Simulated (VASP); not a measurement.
# Si (Fd-3m) in VASP: notebook, part 2 of 2

VASP 6.6.1. Earlier steps stand in the parts before.

### 4 Single point, HSE06

This run uses another cell than the first one, of 19.76 Å³/atom.

File POSCAR:

```
Si
1.0
    0.0000000000      2.7035831784      2.7035831784
    2.7035831784      0.0000000000      2.7035831784
    2.7035831784      2.7035831784      0.0000000000
Si
2
Direct
    0.5000000000      0.5000000000      0.5000000000
    0.7500000000      0.7500000000      0.7500000000
```

File INCAR.step1:

```
PREC = Accurate
ENCUT = 520
EDIFF = 1E-5
ISMEAR = -1
SIGMA = 0.05
LREAL = False
LASPH = True
NELM = 80
ALGO = Normal
ISIF = 2
LWAVE = True
GGA = PE
NBANDS = 11
```

File INCAR.step2:

```
PREC = Accurate
ENCUT = 520
EDIFF = 1E-6
ISMEAR = -1
SIGMA = 0.05
LREAL = False
LASPH = True
NELM = 80
ALGO = Normal
ISIF = 2
LWAVE = False
LCHARG = True
GGA = PE
LHFCALC = True
HFSCREEN = 0.2079
PRECFOCK = Normal
LELF = True
LVHAR = True
ISTART = 1
NBANDS = 11
```

File KPOINTS:

```
Automatic mesh
0
Gamma
  6 6 6
```

Potentials or basis: VASP PAW PBE potentials, release 64 (Si).

The run is started by

```bash
$ cat potpaw_PBE.64/Si/POTCAR > POTCAR
$ cp INCAR.step1 INCAR
$ mpirun -np 1 vasp_std > vasp.out
$ cp INCAR.step2 INCAR
$ mpirun -np 1 vasp_std > vasp.out
```

OUTCAR:

```text
PREC = Accurate
   ENCUT = 520
   EDIFF = 1E-6
   ISMEAR = -1
   LREAL = False
   LASPH = True
   NELM = 80
   ISIF = 2
   GGA = PE
   LHFCALC = True
   HFSCREEN = 0.2079
   PRECFOCK = Normal
   ISTART = 1

 ion  position               nearest neighbor table
   1  0.500  0.500  0.500-   2 2.34   2 2.34   2 2.34   2 2.34
   2  0.750  0.750  0.750-   1 2.34   1 2.34   1 2.34   1 2.34

  LATTYP: Found a face centered cubic cell.
[... 411 lines left out ...]
     11      20.0479      0.00000

------------------------ aborting loop because EDIFF is reached ----------------------------------------

  FORCE on cell =-STRESS in cart. coord.  units (eV):
  Direction    XX          YY          ZZ          XY          YZ          ZX
  --------------------------------------------------------------------------------------
  -------------------------------------------------------------------------------------
  Total        0.3815902      0.3815902      0.3815902      0.0000000     -0.0000000      0.0000000
  in kB       15.4688689     15.4688689     15.4688689      0.0000000     -0.0000000      0.0000000
  external PRESSURE =      15.4688689 kB  Pullay stress =       0.0000000 kB

 VOLUME and BASIS-vectors are now :
 -----------------------------------------------------------------------------
  energy-cutoff  :      520.00
  volume of cell :       39.52
      direct lattice vectors                 reciprocal lattice vectors
     0.000000000  2.703583178  2.703583178    -0.184939751  0.184939751  0.184939751
     2.703583178  0.000000000  2.703583178     0.184939751 -0.184939751  0.184939751
     2.703583178  2.703583178  0.000000000     0.184939751  0.184939751 -0.184939751

 POSITION                                       TOTAL-FORCE (eV/Angst)
 -----------------------------------------------------------------------------------
      2.70358      2.70358      2.70358         0.000000      0.000000      0.000000
      4.05537      4.05537      4.05537        -0.000000     -0.000000     -0.000000
 -----------------------------------------------------------------------------------
    total drift:                               -0.000000     -0.000000     -0.000000

  FREE ENERGIE OF THE ION-ELECTRON SYSTEM (eV)
  ---------------------------------------------------
  free  energy   TOTEN  =       -12.5300914864 eV

  energy  without entropy=      -12.5300912699  energy(sigma->0) =      -12.53009138
```

OUTCAR.step1:

```text
PREC = Accurate
   ENCUT = 520
   EDIFF = 1E-5
   ISMEAR = -1
   LREAL = False
[... 436 lines left out ...]
      2.70358      2.70358      2.70358         0.000000      0.000000      0.000000
      4.05537      4.05537      4.05537        -0.000000     -0.000000     -0.000000
 -----------------------------------------------------------------------------------
    total drift:                               -0.000000      0.000000     -0.000000

  FREE ENERGIE OF THE ION-ELECTRON SYSTEM (eV)
  ---------------------------------------------------
  free  energy   TOTEN  =       -10.8122865313 eV

  energy  without entropy=      -10.8122431221  energy(sigma->0) =      -10.81226483
```

It took 9.5 min on 1 thread of Intel Xeon Platinum 8259CL at 2.50GHz (Skylake/Cascade Lake), shared host; peak memory 0.26 GiB.

What came out:

```yaml
Free_energy: -12.5301 eV
Pressure: 1.5 GPa
Band_gap_on_the_k_mesh: 1.27 eV (least direct gap 3.33 eV)
```

Levels at points of the mesh, in eV from the valence-band top:
```csv
k point,band 2,band 3,band 4,band 5,band 6,band 7
"(0.00, 0.00, 0.00)",0.00,0.00,0.00,3.33,3.33,3.33
"(0.50, 0.00, 0.00)",-7.78,-1.32,-1.32,2.30,4.13,4.13
"(0.50, 0.50, 0.00)",-8.71,-3.17,-3.17,1.27,1.27,11.61
```

Caveat: the PAW data sets were made with another functional, which shifts forces and pressure a little.

### 5 Single point, HSE06

This run uses another cell than the first one, of 20.16 Å³/atom.

File POSCAR:

```
Si
1.0
    0.0000000000      2.7218511865      2.7218511865
    2.7218511865      0.0000000000      2.7218511865
    2.7218511865      2.7218511865      0.0000000000
Si
2
Direct
    0.5000000000      0.5000000000      0.5000000000
    0.7500000000      0.7500000000      0.7500000000
```

File INCAR.step1:

```
SYSTEM = Si
ALGO     = Normal         ! electronic algorithm
EDIFF    = 1E-5           ! SCF threshold, eV
ENCUT    = 520            ! plane-wave cutoff, eV
GGA      = PE             ! functional
ISIF     = 2              ! what is computed and relaxed
ISMEAR   = -1             ! smearing method
LASPH    = .TRUE.         ! aspherical terms in the spheres
LCHARG   = .FALSE.        ! write CHGCAR
LREAL    = .FALSE.        ! projectors in reciprocal space
LWAVE    = .TRUE.         ! write WAVECAR
NBANDS   = 11             ! bands
NELM     = 60             ! most SCF steps
PREC     = Accurate       ! precision mode
SIGMA    = 0.05           ! smearing width, eV
```

File INCAR.step2:

```
SYSTEM = Si
ALGO     = Normal         ! electronic algorithm
EDIFF    = 1E-6           ! SCF threshold, eV
ENCUT    = 520            ! plane-wave cutoff, eV
GGA      = PE             ! functional
HFSCREEN = 0.2079         ! screening, 1/A
ISIF     = 2              ! what is computed and relaxed
ISMEAR   = -1             ! smearing method
ISTART   = 1            
LASPH    = .TRUE.         ! aspherical terms in the spheres
LCHARG   = .FALSE.        ! write CHGCAR
LHFCALC  = .TRUE.         ! exact exchange
LREAL    = .FALSE.        ! projectors in reciprocal space
LWAVE    = .FALSE.        ! write WAVECAR
NBANDS   = 11             ! bands
NELM     = 60             ! most SCF steps
PREC     = Accurate       ! precision mode
PRECFOCK = Normal       
SIGMA    = 0.05           ! smearing width, eV
```

File KPOINTS:

```
k-points
0
G
  6 6 6
  0 0 0
```

The run is started by

```bash
$ cat potpaw_PBE.64/Si/POTCAR > POTCAR
$ cp INCAR.step1 INCAR
$ mpirun -np 1 vasp_std > vasp.out
$ cp INCAR.step2 INCAR
$ mpirun -np 1 vasp_std > vasp.out
```

Run time: 11 min. Hardware: 1 thread of Intel Xeon Platinum 8259CL at 2.50GHz (Skylake/Cascade Lake), shared host; peak memory 0.27 GiB.

Results (log left out):

| Quantity | Value |
| --- | --- |
| Free energy | -12.5327 eV |
| Pressure | -0.5 GPa |
| Band gap on the k mesh | 1.31 eV (least direct gap 3.32 eV) |

Levels at points of the mesh, in eV from the valence-band top:
| k point | band 1 | band 2 | band 3 | band 4 | band 5 | band 6 | band 7 | band 8 |
| --- | --- | --- | --- | --- | --- | --- | --- | --- |
| (0.00, 0.00, 0.00) | -13.23 | 0.00 | 0.00 | 0.00 | 3.32 | 3.32 | 3.32 | 4.24 |
| (0.50, 0.00, 0.00) | -10.66 | -7.67 | -1.30 | -1.30 | 2.22 | 4.14 | 4.14 | 8.61 |
| (0.50, 0.50, 0.00) | -8.64 | -8.64 | -3.11 | -3.11 | 1.31 | 1.31 | 11.43 | 11.43 |

Caveat: the PAW data sets were made with another functional, which shifts forces and pressure a little. A k mesh can miss the band edges.

### 6 The runs side by side

```tsv
cell	gap on the mesh (eV)	pressure (GPa)
a = 3.771 Å, angles 60.0°, 2 atoms	1.18	6.3
a = 3.797 Å, angles 60.0°, 2 atoms	1.22	3.8
a = 3.823 Å, angles 60.0°, 2 atoms	1.27	1.5
a = 3.849 Å, angles 60.0°, 2 atoms	1.31	-0.5
```

Alike in all rows: task single point; level HSE06; potentials or basis VASP PAW PBE potentials, release 64 (Si); no spin polarisation; k mesh 6 × 6 × 6; cutoff (eV) 520; smearing fermi-dirac 0.05 eV.

Caveats: the PAW data sets were made with another functional, which shifts forces and pressure a little; the cell stands under pressure (at least some runs).

Total energies depend on the potentials used, so only differences within one code and one set of settings carry meaning.
